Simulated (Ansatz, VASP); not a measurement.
## ZnSe2 in VASP and in Ansatz

```
Zn Se
1.0
     6.17412    0.00000    0.00000
     0.00000    6.17412    0.00000
     0.00000    0.00000    6.17412
Zn Se
4 8
Direct
  0.50000 0.50000 0.00000
  0.50000 0.00000 0.50000
  0.00000 0.50000 0.50000
  0.00000 0.00000 0.00000
  0.11059 0.88941 0.38941
  0.88941 0.38941 0.11059
  0.38941 0.11059 0.88941
  0.61059 0.61059 0.61059
  0.88941 0.11059 0.61059
  0.11059 0.61059 0.88941
  0.61059 0.88941 0.11059
  0.38941 0.38941 0.38941
```

Alike in both runs: functional LDA; k mesh 4 × 4 × 4; occupations gaussian, width 0.02 eV; no spin polarisation.

Ansatz relaxed the structure, and its values are those at the end. VASP's run is a single point on that final structure, the one shown.

```csv
,VASP,Ansatz
version,VASP 6.6.1,Ansatz 0.2.0
potentials or method,"VASP PAW LDA potentials, release 64 (Zn, Se), cutoff 520 eV","scalar-relativistic, plane waves, PAW"
valence electrons in the cell,96,176
```

Ansatz gave:

| Item | Value |
| --- | --- |
| gap on the k mesh at the Fermi level (eV) | 0.67 |
| least direct gap on the mesh (eV) | 0.71 |
| pressure (GPa) | 0.0 |
| rms of the force components (eV/Å) | 0.000 |

Problem. What did VASP give for the same quantities?

Solution. gap on the k mesh at the Fermi level (eV): 0.67; least direct gap on the mesh (eV): 0.71; pressure (GPa): 0.3; rms of the force components (eV/Å): 0.013.

LDA's correlation is that of Perdew and Zunger in VASP and of Perdew and Wang (1992) in Ansatz. VASP's potentials hold 96 valence electrons a cell and Ansatz's 176, so a difference there can come from the potentials and not from the codes.
